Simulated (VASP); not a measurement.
Runs of VASP 6.6.1 on YW. The structure is that of space group Fm-3m (No. 225), or close to it. The cells are those of the table. 

```tsv
task	cell	k mesh	cutoff (eV)	gap on the mesh (eV)	pressure (GPa)
relaxation of cell and atoms	relaxed from a = 3.944 Å, angles 60.0°, 2 atoms	6 × 6 × 6	600	none	-0.1
single point	a = 3.944 Å, angles 60.0°, 2 atoms	6 × 6 × 6	520	none	(a)
single point	a = 4.124 Å, angles 60.0°, 2 atoms	16 × 16 × 16	520	none	-0.1
single point	a = 4.118 Å, angles 60.0°, 2 atoms	6 × 6 × 6	520	none	-0.3
```

Alike in all rows: level PBE; potentials or basis VASP PAW PBE potentials, release 64 (Y_sv, W_sv); no spin polarisation; smearing gaussian 0.1 eV.

**Question.** Estimate the missing entries.

**Answer.** (a) 11.4.

Caveats: spin-orbit coupling is left out, which moves the levels of the heavy elements.

A k mesh can miss the band edges, and the runs leave out spin-orbit coupling on W, Y.

A gap of «none» marks levels without a gap at the run's occupations.
